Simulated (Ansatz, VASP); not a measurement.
Two plane-wave programs on Ba

The input INCAR:

```
PREC = Accurate ; ENCUT = 520
EDIFF = 1E-7 ; ISMEAR = 0
SIGMA = 0.15 ; LREAL = False
LASPH = True ; NELM = 80
ALGO = Fast ; ISIF = 2
LWAVE = False ; LCHARG = False
GGA = PS ; NBANDS = 11
```

The input KPOINTS:

```
regular mesh
0
Gamma
  14 14 14
```

POSCAR

```
Ba
1.0
    0.0000000000      3.0420542369      3.6504650843
    3.0420542369      0.0000000000      3.6504650843
    3.0420542369      3.0420542369      0.0000000000
Ba
1
Direct
    0.0000000000      0.0000000000      0.0000000000
```

Input for Ansatz:

```yaml
crystal:
  lattice:
    - [0.0, 3.0420542369, 3.6504650843]
    - [3.0420542369, 0.0, 3.6504650843]
    - [3.0420542369, 3.0420542369, 0.0]
  atoms:
    - { symbol: Ba, position: [0.0, 0.0, 0.0] }
basis:
  ecutwfc: 420
kpoints:
  mp_grid: { grid: [14, 14, 14] }
hamiltonian:
  xc: pbesol
scf:
  occupations: { method: gaussian, width: 0.15 }
output:
  forces: true
  stress: true
  eigenvalues: true
```

Alike in both runs: task single point; functional PBEsol; k mesh 14 × 14 × 14; occupations gaussian, width 0.15 eV; no spin polarisation.

```csv
,VASP,Ansatz
version,VASP 6.6.1,Ansatz 0.2.0
potentials or method,"VASP PAW PBE potentials, release 64 (Ba_sv), cutoff 520 eV","scalar-relativistic, plane waves, PAW"
valence electrons in the cell,10,10
```

Ansatz gave:

| Property | Result |
| --- | --- |
| gap on the k mesh at the Fermi level (eV) | none |
| pressure (GPa) | -1.0 |
| traceless stress, the component that is largest in VASP (GPa) | -0.82 |

**Question.** Which values does VASP return?

**Answer.** gap on the k mesh at the Fermi level (eV): none; pressure (GPa): -1.0; traceless stress, the component that is largest in VASP (GPa): -0.83.

VASP's potentials were made for PBE, not for PBEsol. A gap of «none» marks a metal or a gap that the smearing closes.

Spin-orbit coupling is off throughout.
